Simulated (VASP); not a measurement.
Crystal: KPrI4.

```
K Pr I
1.0
     0.00000    4.86104    4.86104
     4.86104    0.00000    4.86104
     4.86104    4.86104    0.00000
K Pr I
1 1 4
Direct
  0.00000 0.00000 0.00000
  0.25000 0.25000 0.25000
  0.13100 0.62300 0.62300
  0.62300 0.62300 0.62300
  0.62300 0.13100 0.62300
  0.62300 0.62300 0.13100
```

The cell was built from a structure type or drawn by symmetry, and may not be a known phase.

* Program: VASP 6.6.1
* Task: relaxation of cell and atoms
* Functional: PBE
* Potentials or basis: VASP PAW PBE potentials, release 64 (K_sv, Pr_3, I), 4f in core
* Cutoff: 500 eV
* k mesh: 2 × 2 × 2
* Occupations: gaussian, width 0.15 eV
* Spin: no spin polarisation

At the start: pressure 2.3 GPa; volume 38.29 Å³/atom.

Q: Where does the relaxation end?

A: Over 3 steps the energy falls by 32.1 meV/atom and the volume is 42.76 Å³/atom (+11.7 %); space group F-43m (No. 216, to 0.1 Å) before and after.

The path:
| step | energy change (eV) | largest force (eV/Å) | pressure (GPa) | volume (Å³) |
| --- | --- | --- | --- | --- |
| 1 | 0.0000 | 0.3989 | 2.34 | 229.73 |
| 2 | -0.1807 | 0.0977 | 0.50 | 248.86 |
| 3 | -0.1928 | 0.0118 | -0.05 | 256.58 |

Final structure:
```yaml
crystal:
  lattice:
    - [0.00000, 5.04350, 5.04350]
    - [5.04350, 0.00000, 5.04350]
    - [5.04350, 5.04350, 0.00000]
  atoms:
    - { symbol: K, position: [0.00000, 0.00000, 0.00000] }
    - { symbol: Pr, position: [0.25000, 0.25000, 0.25000] }
    - { symbol: I, position: [0.12627, 0.62458, 0.62458] }
    - { symbol: I, position: [0.62458, 0.62458, 0.62458] }
    - { symbol: I, position: [0.62458, 0.12627, 0.62458] }
    - { symbol: I, position: [0.62458, 0.62458, 0.12627] }
```

Caveat: the k points lie up to 0.54 Å⁻¹ apart in the final cell; the run has no spin polarisation, though such a crystal can be magnetic.
